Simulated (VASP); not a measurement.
Here is a VASP 6.6.1 calculation.

Contents of POSCAR:

```
Li2Se
1.0
    0.0000000000      2.9934588658      2.9934588658
    2.9934588658      0.0000000000      2.9934588658
    2.9934588658      2.9934588658      0.0000000000
Li Se
2 1
Direct
    0.2500000000      0.2500000000      0.2500000000
    0.7500000000      0.7500000000      0.7500000000
    0.0000000000      0.0000000000      0.0000000000
```

File INCAR.step1:

```
SYSTEM = Li2Se
PREC = Accurate
ENCUT = 650
EDIFF = 1E-5
ISMEAR = 0
SIGMA = 0.01
LREAL = .False.
LASPH = .True.
NELM = 120
ALGO = Normal
ISIF = 2
LWAVE = .True.
LCHARG = .False.
GGA = PE
NBANDS = 13
GGA_COMPAT = .False.
```

The input INCAR.step2:

```
SYSTEM = Li2Se
PREC = Accurate
ENCUT = 650
EDIFF = 1E-6
ISMEAR = 0
SIGMA = 0.01
LREAL = .False.
LASPH = .True.
NELM = 120
ALGO = Normal
ISIF = 2
LWAVE = .False.
LCHARG = .False.
GGA = PE
LHFCALC = .True.
AEXX = 0.05
HFSCREEN = 0.1
PRECFOCK = Normal
ISTART = 1
NBANDS = 13
GGA_COMPAT = .False.
```

Contents of KPOINTS:

```
regular mesh
0
Gamma
  4 4 4
  0 0 0
```

Potentials or basis: VASP PAW PBE potentials, release 64 (Li_sv, Se).

Command:

```console
$ cat potpaw_PBE.64/Li_sv/POTCAR potpaw_PBE.64/Se/POTCAR > POTCAR
$ cp INCAR.step1 INCAR
$ mpirun -np 1 vasp_std > vasp.out
$ cp INCAR.step2 INCAR
$ mpirun -np 1 vasp_std > vasp.out
```

Problem. Predict the pressure.

Solution. 0.1 GPa.

Problem. Predict the band gap on the k mesh.

Solution. 3.19 eV (least direct gap 3.68 eV).

Caveat: the k points lie up to 0.45 Å⁻¹ apart; the PAW data sets were made with another functional, which shifts forces and pressure a little. A k mesh can miss the band edges.
